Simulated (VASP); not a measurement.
Wanted: the native input for a VASP 6.6.1 run.

```yaml
Task: single point
Functional: r2SCAN
Dispersion: D3(BJ)
Potentials_or_basis: VASP PAW PBE potentials, release 64 (O_h, C_h, S)
Cutoff: 1100 eV
k_mesh: 1 × 1 × 1
Occupations: fermi-dirac, width 0.02 eV
Spin: no spin polarisation
Dipole_correction: no
Further_INCAR_settings: LREAL = Auto; ALGO = Normal; EDIFF = 1e-06; NBANDS = 101
```

CSO:

```
CELL_PARAMETERS angstrom
10.25669 0.00000 0.00000
0.00000 10.25669 0.00000
0.00000 0.00000 10.25669
ATOMIC_POSITIONS crystal
O 0.48233 0.30488 0.04380
O 0.17074 0.11924 0.33851
O 0.96570 0.48534 0.61542
O 0.05399 0.78281 0.67087
O 0.73606 0.91387 0.76846
O 0.74994 0.23064 0.50479
O 0.62647 0.54182 0.55674
O 0.76748 0.94899 0.31295
O 0.18868 0.34626 0.85095
O 0.23952 0.05134 0.03003
C 0.48178 0.32834 0.15451
C 0.19136 0.00839 0.33234
C 0.92196 0.50300 0.71808
C 0.14092 0.76152 0.74008
C 0.65774 0.92760 0.84871
C 0.68435 0.23513 0.59668
C 0.57705 0.64298 0.54614
C 0.81032 0.84865 0.34237
C 0.16679 0.36478 0.96045
C 0.13507 0.03725 0.98851
S 0.48120 0.36042 0.30297
S 0.21920 0.85917 0.32365
S 0.86349 0.52656 0.85655
S 0.25870 0.73402 0.83272
S 0.55221 0.94701 0.95608
S 0.59626 0.24168 0.72077
S 0.51007 0.77851 0.53141
S 0.86815 0.71362 0.38211
S 0.13749 0.38781 0.10770
S 0.99469 0.01967 0.93292
```

These files were run (other wordings do the same):

POSCAR

```
CSO
1.0
   10.2566880000      0.0000000000      0.0000000000
    0.0000000000     10.2566880000      0.0000000000
    0.0000000000      0.0000000000     10.2566880000
O C S
10 10 10
Direct
    0.4823299414      0.3048783359      0.0437989527
    0.1707411654      0.1192354034      0.3385072212
    0.9657035206      0.4853420404      0.6154183284
    0.0539940181      0.7828057938      0.6708672856
    0.7360616838      0.9138734086      0.7684596321
    0.7499422788      0.2306383424      0.5047944042
    0.6264723169      0.5418188561      0.5567414944
    0.7674833260      0.9489934187      0.3129507739
    0.1886841476      0.3462637476     -0.1490489721
    0.2395162825      0.0513430184      1.0300260840
    0.4817797502      0.3283369601      0.1545051813
    0.1913560598      0.0083858712      0.3323421902
    0.9219600234      0.5030018025      0.7180847712
    0.1409228355      0.7615199032      0.7400848579
    0.6577437224      0.9275957090      0.8487129417
    0.6843539445      0.2351324992      0.5966751658
    0.5770482685      0.6429766486      0.5461433306
    0.8103246128      0.8486483418      0.3423747756
    0.1667883163      0.3647824551     -0.0395504664
    0.1350690992      0.0372523953      0.9885119721
    0.4811970710      0.3604150781      0.3029721227
    0.2192002607     -0.1408342996      0.3236465137
    0.8634885610      0.5265565475      0.8565521925
    0.2586970531      0.7340175350      0.8327227906
    0.5522109068      0.9470109996      0.9560788454
    0.5962562763      0.2416841541      0.7207669903
    0.5100716740      0.7785064612      0.5314104524
    0.8681514240      0.7136237630      0.3821086046
    0.1374944097      0.3878112401      0.1076993220
   -0.0053108501      0.0196744700      0.9329212415
```

INCAR.step1

```
SYSTEM = CSO
PREC = Accurate
ENCUT = 1100
ISMEAR = -1
SIGMA = 0.02
LREAL = Auto
LASPH = .TRUE.
NELM = 120
NBANDS = 101
GGA = PE
ALGO = Normal
EDIFF = 1E-5
LWAVE = .TRUE.
LCHARG = .FALSE.
GGA_COMPAT = .FALSE.
```

INCAR.step2

```
SYSTEM = CSO
PREC = Accurate
ENCUT = 1100
EDIFF = 1E-6
ISMEAR = -1
SIGMA = 0.02
LREAL = Auto
LASPH = .TRUE.
NELM = 120
ALGO = Normal
ISIF = 2
LWAVE = .FALSE.
LCHARG = .FALSE.
METAGGA = R2SCAN
LMIXTAU = .TRUE.
IVDW = 12
VDW_S6 = 1.0
VDW_S8 = 0.78981345
VDW_A1 = 0.49484001
VDW_A2 = 5.73083694
NBANDS = 101
ISTART = 1
GGA_COMPAT = .FALSE.
```

KPOINTS

```
regular mesh
0
G
  1 1 1
  0 0 0
```

Potentials or basis: VASP PAW PBE potentials, release 64 (O_h, C_h, S).

Command:

```bash
$ cat potpaw_PBE.64/O_h/POTCAR potpaw_PBE.64/C_h/POTCAR potpaw_PBE.64/S/POTCAR > POTCAR
$ cp INCAR.step1 INCAR
$ mpirun -np 1 vasp_gam > vasp.out
$ cp INCAR.step2 INCAR
$ mpirun -np 1 vasp_gam > vasp.out
```

Results of the run:

```yaml
Pressure: -0.6 GPa
Largest_force: 0.495 eV/Å
Dispersion_energy_per_atom: -0.031 eV
```

Caveat: the k points lie up to 0.61 Å⁻¹ apart; the PAW data sets were made with another functional, which shifts forces and pressure a little.

Run time: 26 min on 1 thread of Intel(R) Xeon(R) Platinum 8488C (Sapphire Rapids), on a shared host, peak memory 2.6 GiB.
